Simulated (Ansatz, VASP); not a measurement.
SiO2: VASP beside Ansatz

```xyz
9
Lattice="5.0597 0.0000 0.0000 -2.5298 4.3818 0.0000 0.0000 0.0000 5.5411" Properties=species:S:1:pos:R:3 pbc="T T T"
Si   -1.2649    2.1909    1.8470
Si    1.2649    2.1909    3.6941
Si    2.5298    0.0000    0.0000
O     0.9493    3.4693    4.6176
O     2.5298    2.5568    2.7705
O     3.4792    0.9125    0.9235
O     1.5805    0.9125    4.6176
O     0.0000    1.8250    2.7705
O    -0.9493    3.4693    0.9235
```

Alike in both runs: task single point; functional r2SCAN; k mesh 6 × 6 × 4; occupations gaussian, width 0.02 eV; no spin polarisation.

```csv
,VASP,Ansatz
version,VASP 6.6.1,Ansatz 0.2.0
potentials or method,"VASP PAW PBE potentials, release 64 (Si, O), cutoff 520 eV","scalar-relativistic, plane waves, PAW"
valence electrons in the cell,48,48
```

|  | VASP | Ansatz | Ansatz less VASP |
| --- | --- | --- | --- |
| gap on the k mesh at the Fermi level (eV) | 6.30 | 6.30 | +0.003 |
| least direct gap on the mesh (eV) | 6.49 | 6.49 | 0.000 |
| pressure (GPa) | 0.1 | 0.0 | -0.17 |
| rms of the force components (eV/Å) | 0.006 | 0.001 | -0.0053 |

VASP's potentials were made for PBE, not for r2SCAN. Atom by atom the forces differ by 0.005 eV/Å (rms over components). With one functional, cell and mesh, what is left measures potentials, basis and numerics.
